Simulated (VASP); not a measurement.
# MgS in VASP: further runs

The runs below take MgS through single point, with LDA.

Program: VASP 6.6.1. These are calculated values, not measurements. Logs are shortened: lines on timing, memory, paths and dates and some standing lists are left out, and cuts for length are marked.

## Step 1: The cell of the first run

The structure is tetragonal, space group I4/mmm (No. 139). The conventional cell has a = 3.771 Å, b = 3.771 Å, c = 5.203 Å, α = 90.00°, β = 90.00°, γ = 90.00°. Mg (site symmetry 4/mmm) has 6 S at 2.60 to 2.67 Å within 3.4 Å. S (site symmetry 4/mmm) has 6 Mg at 2.60 to 2.67 Å within 3.4 Å.

## Step 2: Single point, LDA (strain +0.025 along x and y, +0.000 along z)

Input file INCAR:

```
SYSTEM = MgS
PREC = Accurate
ENCUT = 520
EDIFF = 1E-6
ISMEAR = 0
SIGMA = 0.05
LREAL = .False.
LASPH = .True.
NELM = 60
ALGO = Normal
ISIF = 2
LWAVE = .False.
LCHARG = .True.
GGA = CA
LELF = .True.
LVHAR = .True.
NBANDS = 11
```

Input file KPOINTS:

```
regular mesh
0
Gamma
  8 8 8
  0 0 0
```

Input file POSCAR:

```
MgS
1.0
    0.0000000000      2.6666912500      2.6016500000
    2.6666912500      0.0000000000      2.6016500000
    2.6666912500      2.6666912500      0.0000000000
Mg S
1 1
Direct
    0.0000000000      0.0000000000      0.0000000000
    0.5000000000      0.5000000000      0.5000000000
```

Potentials or basis: VASP PAW LDA potentials, release 64 (Mg, S).

The run is started by

```console
> cat potpaw_LDA.64/Mg/POTCAR potpaw_LDA.64/S/POTCAR > POTCAR
> mpirun -np 1 vasp_std > vasp.out
```

OUTCAR:

```text
SYSTEM = MgS
   PREC = Accurate
   ENCUT = 520
   EDIFF = 1E-6
   ISMEAR = 0
   LREAL = .False.
   LASPH = .True.
   NELM = 60
   ISIF = 2
   GGA = CA

 ion  position               nearest neighbor table
   1  0.000  0.000  0.000-   2 2.60   2 2.60   2 2.67   2 2.67   2 2.67   2 2.67
   2  0.500  0.500  0.500-   1 2.60   1 2.60   1 2.67   1 2.67   1 2.67   1 2.67

  LATTYP: Found a body centered tetragonal cell.
 ALAT       =     3.7712709324
 C/A-ratio  =     1.3797205487

  Lattice vectors:

 A1 = (   0.0000000000,  -2.6666912500,  -2.6016500000)
 A2 = (   0.0000000000,   2.6666912500,  -2.6016500000)
 A3 = (   2.6666912500,   0.0000000000,   2.6016500000)

Analysis of symmetry for initial positions (statically):
=====================================================================
 Subroutine PRICEL returns:
 Original cell was already a primitive cell.

 Routine SETGRP: Setting up the symmetry group for a
 body centered tetragonal supercell.

 Subroutine GETGRP returns: Found 16 space group operations
 (whereof 16 operations were pure point group operations)
 out of a pool of 16 trial point group operations.

The static configuration has the point symmetry D_4h.

Analysis of symmetry for dynamics (positions and initial velocities):
=====================================================================
 Subroutine PRICEL returns:
 Original cell was already a primitive cell.

 Routine SETGRP: Setting up the symmetry group for a
 body centered tetragonal supercell.

 Subroutine GETGRP returns: Found 16 space group operations
 (whereof 16 operations were pure point group operations)
 out of a pool of 16 trial point group operations.

The dynamic configuration has the point symmetry D_4h.

 Subroutine INISYM returns: Found 16 space group operations
 (whereof 16 operations are pure point group operations),
 and found     1 'primitive' translations

----------------------------------------------------------------------------------------

                                     Primitive cell

  volume of cell :      37.0019

  direct lattice vectors                    reciprocal lattice vectors
     0.000000000  2.666691250  2.601650000    -0.187498272  0.187498272  0.192185728
     2.666691250  0.000000000  2.601650000     0.187498272 -0.187498272  0.192185728
     2.666691250  2.666691250  0.000000000     0.187498272  0.187498272 -0.192185728

  length of vectors
     3.725563708  3.725563708  3.771270932     0.327485202  0.327485202  0.327485202

  position of ions in fractional coordinates (direct lattice)
     0.000000000  0.000000000  0.000000000
     0.500000000  0.500000000  0.500000000

  ion indices of the primitive-cell ions
   primitive index   ion index
                 1           1
                 2           2

----------------------------------------------------------------------------------------

 KPOINTS: regular mesh

Automatic generation of k-mesh.
 Grid dimensions read from file:
 generate k-points for:    8    8    8

 Generating k-lattice:

  Cartesian coordinates                     Fractional coordinates (reciprocal lattice)
    -0.023437284  0.023437284  0.024023216     0.125000000  0.000000000  0.000000000
     0.023437284 -0.023437284  0.024023216     0.000000000  0.125000000  0.000000000
     0.023437284  0.023437284 -0.024023216     0.000000000  0.000000000  0.125000000

  Length of vectors
     0.040935650  0.040935650  0.040935650

  Shift w.r.t. Gamma in fractional coordinates (k-lattice)
     0.000000000  0.000000000  0.000000000

 Subroutine IBZKPT returns following result:
 ===========================================

 Found     59 irreducible k-points:

 Following reciprocal coordinates:
            Coordinates               Weight
  0.000000  0.000000  0.000000      1.000000
  0.125000  0.000000  0.000000      8.000000
  0.250000  0.000000  0.000000      8.000000
  0.375000  0.000000  0.000000      8.000000
  0.500000  0.000000  0.000000      4.000000
  0.125000  0.125000  0.000000      2.000000
[... 16 lines left out ...]
  0.250000  0.000000  0.125000     16.000000
  0.375000  0.000000  0.125000     16.000000
 [... further k-points ...]
   k-points           NKPTS =     59   k-points in BZ     NKDIM =     59   number of bands    NBANDS=     11
   number of dos      NEDOS =    301   number of ions     NIONS =      2
   total plane-waves  NPLWV =  21952
   dimension x,y,z NGX =    28 NGY =   28 NGZ =   28
   dimension x,y,z NGXF=    56 NGYF=   56 NGZF=   56
   ions per type =               1   1
   NGX,Y,Z   is equivalent  to a cutoff of  12.49, 12.49, 12.34 a.u.
   NGXF,Y,Z  is equivalent  to a cutoff of  24.99, 24.99, 24.69 a.u.
 SYSTEM =  MgS
   PREC   = accura    normal or accurate (medium, high low for compatibility)
   ISTART =      0    job   : 0-new  1-cont  2-samecut
   ICHARG =      2    charge: 1-file 2-atom 10-const
   ISPIN  =      1    spin polarized calculation?
   LNONCOLLINEAR =      F non collinear calculations
   LSORBIT =      F    spin-orbit coupling
   LASPH  =      T    aspherical Exc in radial PAW
   ENCUT  =  520.0 eV  38.22 Ry    6.18 a.u.   6.93  6.93  7.01*2*pi/ulx,y,z
   NELM   =     60;   NELMIN=  2; NELMDL= -5     # of ELM steps
   EDIFF  = 0.1E-05   stopping-criterion for ELM
   LREAL  =      F    real-space projection
   EDIFFG = 0.1E-04   stopping-criterion for IOM
   NSW    =      0    number of steps for IOM
   IBRION =     -1    ionic relax: 0-MD 1-quasi-New 2-CG
   NFREE  =      0    steps in history (QN), initial steepest desc. (CG)
   ISIF   =      2    stress and relaxation
   ISYM   =      2    0-nonsym 1-usesym 2-fastsym
   POTIM  = 0.5000    time-step for ionic-motion
   TEBEG  =    0.0;   TEEND  =   0.0 temperature during run
   PSTRESS=    0.0 pullay stress
   NELECT =       8.0000    total number of electrons
   NUPDOWN=      -1.0000    fix difference up-down
   EMIN   =  10.00;   EMAX   =-10.00  energy-range for DOS
   EFERMI =   0.00;   METHOD = LEGACY
   ISMEAR =     0;   SIGMA  =   0.05  broadening in eV -4-tet -1-fermi 0-gaus
   EFERMI_NEDOS =   21; number of points for ismear=-14 and -15
   IALGO  =     38    algorithm
   IMIX   =      4    mixing-type and parameters
     AMIX     =   0.40;   BMIX     =  1.00
     AMIX_MAG =   1.60;   BMIX_MAG =  1.00
  volume/ion in A,a.u.               =      18.50       124.85
  Fermi-wavevector in a.u.,A,eV,Ry     =   0.982570  1.856788 13.135653  0.965443
  Thomas-Fermi vector in A             =   2.113662
   LORBIT       =      0    0 simple, 1 ext, 2 COOP (PROOUT), +10 PAW based schemes
   GGA     = CA    functional components
   LHFCALC =     F    Hartree Fock is set to
   AEXX    =    0.0000 exact exchange contribution
   IVDW    =     0    specifies the selected vdW correction
   LEPSILON=     F    determine dielectric tensor
   LRPA    =     F    only Hartree local field effects (RPA)
 non-spin polarized calculation
 Gauss-broadening in eV      SIGMA  =   0.05
  energy-cutoff  :      520.00
  volume of cell :       37.00
 maximum number of plane-waves:      1008
   NGX = 13   NGY = 13   NGZ = 13

 number of electron       8.0000001 magnetization

 Free energy of the ion-electron system (eV)
  ---------------------------------------------------
  ext. energy  EPLUGINS =         0.00000000
  ---------------------------------------------------
  free energy    TOTEN  =        -9.50790721 eV

  energy without entropy =       -9.50790721  energy(sigma->0) =       -9.50790721

 E-fermi :   3.4233     XC(G=0):  -9.7858

 val. band max:        3.1852188349   @ k =   0.0000   0.0000   0.0000
 cond. band min:       5.5293554887   @ k =   0.5000   0.5000   0.0000
 fundamental gap:      2.3441366538
 Fermi energy:         3.4233183698

 k-point     1 :       0.0000    0.0000    0.0000
  band No.  band energies     occupation
      1      -9.2213      2.00000
      2       3.0696      2.00000
      3       3.1852      2.00000
      4       3.1852      2.00000
      5       6.2663      0.00000
      6      10.9327      0.00000
      7      10.9327      0.00000
      8      11.1791      0.00000
      9      13.1908      0.00000
     10      13.5144      0.00000
     11      15.3861      0.00000

 k-point     2 :       0.1250    0.0000    0.0000
  band No.  band energies     occupation
      1      -9.0797      2.00000
      2       2.0941      2.00000
      3       3.0320      2.00000
      4       3.0807      2.00000
      5       7.1066      0.00000
      6      10.6399      0.00000
      7      11.1334      0.00000
      8      11.3323      0.00000
      9      12.5199      0.00000
     10      12.7501      0.00000
     11      15.1805      0.00000

 k-point     3 :       0.2500    0.0000    0.0000
  band No.  band energies     occupation
      1      -8.6984      2.00000
      2       0.4037      2.00000
      3       2.8532      2.00000
      4       2.8540      2.00000
      5       7.7256      0.00000
      6      10.6161      0.00000
      7      10.8726      0.00000
      8      11.0616      0.00000
      9      13.2174      0.00000
     10      13.2392      0.00000
     11      14.4498      0.00000

 k-point     4 :       0.3750    0.0000    0.0000
  band No.  band energies     occupation
      1      -8.2373      2.00000
      2      -0.9632      2.00000
      3       2.6533      2.00000
      4       2.6974      2.00000
      5       7.5601      0.00000
      6       9.9449      0.00000
      7      10.2157      0.00000
      8      12.1847      0.00000
      9      14.2684      0.00000
     10      15.1089      0.00000
     11      15.1810      0.00000
[... 239 lines left out ...]
 k-point    22 :       0.1250    0.0000    0.1250
  band No.  band energies     occupation
      1      -9.0372      2.00000
      2       2.1611      2.00000
      3       2.7640      2.00000
      4       2.9040      2.00000
      5       7.4282      0.00000
      6      10.0375      0.00000
      7      11.2815      0.00000
      8      11.5977      0.00000
      9      11.7230      0.00000
     10      13.6745      0.00000
     11      15.9520      0.00000

 k-point    23 :       0.2500    0.0000    0.1250
  band No.  band energies     occupation
      1      -8.7400      2.00000
      2       0.8945      2.00000
      3       2.5495      2.00000
      4       2.6518      2.00000
      5       8.1730      0.00000
      6       9.8077      0.00000
      7      10.2003      0.00000
      8      11.7858      0.00000
      9      12.6746      0.00000
     10      14.0016      0.00000
     11      15.8773      0.00000

 k-point    24 :       0.3750    0.0000    0.1250
  band No.  band energies     occupation
      1      -8.3005      2.00000
      2      -0.4706      2.00000
      3       2.2748      2.00000
      4       2.4242      2.00000
      5       8.1461      0.00000
      6       9.4158      0.00000
      7      11.0047      0.00000
      8      11.1620      0.00000
      9      14.0381      0.00000
     10      15.6078      0.00000
     11      15.6710      0.00000

 [... further k-points ...]
[... 5 lines left out ...]
  --------------------------------------------------------------------------------------
  -------------------------------------------------------------------------------------
  Total       -1.7116547     -1.7116547     -1.2990898      0.0000000      0.0000000      0.0000000
  in kB      -74.1143663    -74.1143663    -56.2503732      0.0000000      0.0000000      0.0000000
  external PRESSURE =     -68.1597019 kB  Pullay stress =       0.0000000 kB

 VOLUME and BASIS-vectors are now :
 -----------------------------------------------------------------------------
  energy-cutoff  :      520.00
  volume of cell :       37.00
      direct lattice vectors                 reciprocal lattice vectors
     0.000000000  2.666691250  2.601650000    -0.187498272  0.187498272  0.192185728
     2.666691250  0.000000000  2.601650000     0.187498272 -0.187498272  0.192185728
     2.666691250  2.666691250  0.000000000     0.187498272  0.187498272 -0.192185728

 POSITION                                       TOTAL-FORCE (eV/Angst)
 -----------------------------------------------------------------------------------
      0.00000      0.00000      0.00000         0.000000      0.000000      0.000000
      2.66669      2.66669      2.60165        -0.000000     -0.000000     -0.000000
 -----------------------------------------------------------------------------------
    total drift:                                0.000000      0.000000      0.000000

  FREE ENERGIE OF THE ION-ELECTRON SYSTEM (eV)
  ---------------------------------------------------
  free  energy   TOTEN  =        -9.5079072131 eV

  energy  without entropy=       -9.5079072131  energy(sigma->0) =       -9.50790721
```

Run time: 9.3 s. Hardware: 1 thread of Intel Xeon 6975P-C (Granite Rapids), shared host; peak memory 0.15 GiB.

Results:

- Free energy: -9.5079 eV
- Pressure: -6.8 GPa
- Band gap on the k mesh: 2.34 eV, indirect (least direct gap 3.08 eV)

Caveat: the cell differs from its parent crystal (strain +0.025 along x and y, +0.000 along z). A k mesh can miss the band edges.

## Step 3: Single point, LDA (strain +0.025 along x and y, +0.050 along z)

Input file INCAR:

```
ALGO = Normal ; EDIFF = 1E-6
ENCUT = 520 ; GGA = CA
ISIF = 2 ; ISMEAR = 0
LASPH = T ; LCHARG = T
LELF = T ; LREAL = F
LVHAR = T ; LWAVE = F
NBANDS = 11 ; NELM = 100
PREC = Accurate ; SIGMA = 0.05
```

Input file KPOINTS:

```
k-points
0
Gamma
  8 8 8
```

Input file POSCAR:

```
MgS
1.0
    0.0000000000      2.6666912500      2.7317325000
    2.6666912500      0.0000000000      2.7317325000
    2.6666912500      2.6666912500      0.0000000000
Mg S
1 1
Direct
    0.0000000000      0.0000000000      0.0000000000
    0.5000000000      0.5000000000      0.5000000000
```

Potentials or basis: VASP PAW LDA potentials, release 64 (Mg, S).

The run is started by

```console
> cat potpaw_LDA.64/Mg/POTCAR potpaw_LDA.64/S/POTCAR > POTCAR
> mpirun -np 1 vasp_std > vasp.out
```

Run time: 8.8 s. Hardware: 1 thread of Intel Xeon 6975P-C (Granite Rapids), shared host; peak memory 0.15 GiB.

The run converged. Its results:

| Quantity | Value |
| --- | --- |
| Free energy | -9.4154 eV |
| Pressure | -9.2 GPa |
| Band gap on the k mesh | 2.25 eV, indirect (least direct gap 2.71 eV) |

Stress tensor (GPa, compression positive):
```
-8.86  0.00  0.00
 0.00 -8.86  0.00
 0.00  0.00 -9.95
```

Levels at points of the mesh, in eV from the valence-band top:
```csv
k point,band 2,band 3,band 4,band 5,band 6,band 7
"(0.00, 0.00, 0.00)",-0.10,-0.10,0.00,2.71,7.66,7.89
"(0.50, 0.00, 0.00)",-4.48,-0.59,-0.53,4.15,6.44,6.66
"(0.50, 0.50, 0.00)",-3.84,-1.51,-1.51,2.35,4.51,10.62
"(0.50, 0.00, 0.50)",-3.83,-1.70,-1.50,2.25,4.43,10.88
```

Caveat: the cell differs from its parent crystal (strain +0.025 along x and y, +0.050 along z). A k mesh can miss the band edges.

## Step 4: Single point, LDA (strain +0.050 along x and y, +0.025 along z)

Input file INCAR:

```
SYSTEM = MgS
  PREC = Accurate
  ENCUT = 520
  EDIFF = 1E-6
  ISMEAR = 0
  SIGMA = 0.05
  LREAL = .False.
  LASPH = .True.
  NELM = 80
  ALGO = Normal
  ISIF = 2
  LWAVE = .False.
  LCHARG = .False.
  GGA = CA
  NBANDS = 11
```

Input file KPOINTS:

```
Automatic mesh
0
Gamma
  8 8 8
  0 0 0
```

Input file POSCAR:

```
MgS
1.0
    0.0000000000      2.7317325000      2.6666912500
    2.7317325000      0.0000000000      2.6666912500
    2.7317325000      2.7317325000      0.0000000000
Mg S
1 1
Direct
    0.0000000000      0.0000000000      0.0000000000
    0.5000000000      0.5000000000      0.5000000000
```

The run is started by

```console
> cat potpaw_LDA.64/Mg/POTCAR potpaw_LDA.64/S/POTCAR > POTCAR
> mpirun -np 1 vasp_std > vasp.out
```

Wall time 9.5 s (1 thread of Intel Xeon 6975P-C (Granite Rapids), shared host); peak memory 0.15 GiB.

The run converged. Its results:

```yaml
Free_energy: -9.3580 eV
Pressure: -10.2 GPa
Band_gap_on_the_k_mesh: 2.20 eV, indirect (least direct gap 2.58 eV)
```

Stress tensor (GPa, compression positive):
```
-10.54   0.00   0.00
  0.00 -10.54   0.00
  0.00   0.00  -9.56
```

Levels at points of the mesh, in eV from the valence-band top:
```csv
k point,band 2,band 3,band 4,band 5,band 6,band 7
"(0.00, 0.00, 0.00)",-0.11,0.00,0.00,2.58,7.77,7.77
"(0.50, 0.00, 0.00)",-4.34,-0.53,-0.48,4.14,6.43,6.66
"(0.50, 0.50, 0.00)",-3.68,-1.55,-1.55,2.20,4.49,10.78
"(0.50, 0.00, 0.50)",-3.69,-1.56,-1.36,2.29,4.57,10.52
```

Caveat: the cell differs from its parent crystal (strain +0.050 along x and y, +0.025 along z). A k mesh can miss the band edges.

(Part 1 of 3 ends here.)
